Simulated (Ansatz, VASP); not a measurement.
## Lu: VASP beside Ansatz

The input INCAR:

```
SYSTEM = Lu
  PREC = Accurate
  ENCUT = 520
  EDIFF = 1E-6
  ISMEAR = -1
  SIGMA = 0.1
  LREAL = .FALSE.
  LASPH = .TRUE.
  NELM = 80
  ALGO = Normal
  ISIF = 2
  LWAVE = .FALSE.
  LCHARG = .FALSE.
  GGA = RP
  NBANDS = 32
```

The input KPOINTS:

```
Automatic mesh
0
G
  8 8 8
  0 0 0
```

File POSCAR:

```
Lu
1.0
    0.0000000000      3.8843427053      3.8843427053
    3.8843427053      0.0000000000      3.8843427053
    3.8843427053      3.8843427053      0.0000000000
Lu
2
Direct
    0.1250000000      0.1250000000      0.1250000000
    0.8750000000      0.8750000000      0.8750000000
```

Input for Ansatz:

```yaml
crystal:
  lattice:
    - [0.0, 3.8843427053, 3.8843427053]
    - [3.8843427053, 0.0, 3.8843427053]
    - [3.8843427053, 3.8843427053, 0.0]
  atoms:
    - { symbol: Lu, position: [0.125, 0.125, 0.125] }
    - { symbol: Lu, position: [0.875, 0.875, 0.875] }
hamiltonian:
  xc: rpbe
  pseudopotentials:
    kind: paw
    azcp:
      Lu: "pseudopotentials/Lu.paw.azcp"
basis:
  ecutwfc: 420
  fft_grid_basis: typed
kpoints:
  mp_grid: { grid: [8, 8, 8], shift: [0, 0, 0] }
magnetization:
  spin_polarized: false
scf:
  occupations: { method: fermi_dirac, width: 0.1 }
  lower_state_search: "off"
output:
  stress: true
  write_density: true
  write_potential: true
  elf: true
  volumetric_format: npy
```

Alike in both runs: task single point; functional RPBE; k mesh 8 × 8 × 8; occupations fermi-dirac, width 0.1 eV; no spin polarisation.

|  | VASP | Ansatz |
| --- | --- | --- |
| version | VASP 6.6.1 | Ansatz 0.2.0 |
| potentials or method | VASP PAW PBE potentials, release 64 (Lu), cutoff 520 eV | plane waves (420 eV) with PAW, scalar-relativistic |
| valence electrons in the cell | 50 | 50 |

```csv
,VASP,Ansatz,Ansatz less VASP
pressure (GPa),-0.8,-0.8,-0.04
```

VASP's potentials were made for PBE, not for RPBE.

Neither program's run includes spin-orbit coupling.
